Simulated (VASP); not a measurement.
Set up this calculation in VASP 6.6.1, as the native input.

- Task: single point
- Functional: PBE
- Potentials or basis: VASP PAW PBE potentials, release 64 (Si)
- Cutoff: 520 eV
- k mesh: 2 × 2 × 2
- Occupations: fermi-dirac, width 0.05 eV
- Spin: no spin polarisation
- Dipole correction: no
- Further INCAR settings: LREAL = Auto; ALGO = Normal; EDIFF = 1e-06; NBANDS = 48

The structure of Si (a cell with a defect) lies in POSCAR:

```
Si
1.0
    0.0000000000      5.4300000000      5.4300000000
    5.4300000000      0.0000000000      5.4300000000
    5.4300000000      5.4300000000      0.0000000000
Si
17
Direct
    0.0096256906     -0.0046081952     -0.0008266114
    0.1244650092      0.1197005525      0.1320298343
    0.0036270718     -0.0110353591      0.5039318600
    0.1442006446      0.1173240331      0.6208577348
   -0.0050247698      0.4933737569      0.0178080110
    0.1243197053      0.6233755064      0.1321491713
    0.0035395028      0.5032428177      0.5039954880
    0.1192132597      0.6180132597      0.6444219153
    0.4965019337     -0.0048617864     -0.0007842541
    0.6362566298      0.1352641805      0.0928514733
    0.5123704420      0.0117748619      0.4638374770
    0.6177208103      0.1170132597      0.6207423573
    0.4963835175      0.5088336096     -0.0006516575
    0.6212415285      0.6230441068      0.1323888582
    0.4896990792      0.5030826888      0.5039953959
    0.6175588398      0.6444610497      0.6208402394
    0.7666403315      0.2670377532      0.6992386740
```

These files were run (other wordings do the same):

INCAR

```
  PREC = Accurate
  ENCUT = 520
  EDIFF = 1E-6
  ISMEAR = -1
  SIGMA = 0.05
  LREAL = Auto
  LASPH = T
  NELM = 80
  ALGO = Normal
  ISIF = 2
  LWAVE = F
  LCHARG = T
  GGA = PE
  LELF = T
  LVHAR = T
  NBANDS = 48
```

KPOINTS

```
Automatic mesh
0
Gamma
  2 2 2
```

Potentials or basis: VASP PAW PBE potentials, release 64 (Si).

The run is started by

```console
$ cat potpaw_PBE.64/Si/POTCAR > POTCAR
$ mpirun -np 1 vasp_std > vasp.out
```

Results of the run:

| Property | Result |
| --- | --- |
| Pressure | 5.1 GPa |
| Largest force | 0.375 eV/Å |
| Band gap on the k mesh | zero (band 34 reaches 6.90 eV, above the bottom of band 35 at 6.76 eV) |

Caveat: the k points lie up to 0.50 Å⁻¹ apart.

Wall time 2.7 min on 1 thread of Intel(R) Xeon(R) Platinum 8488C (Sapphire Rapids), on a shared host, peak memory 0.47 GiB.
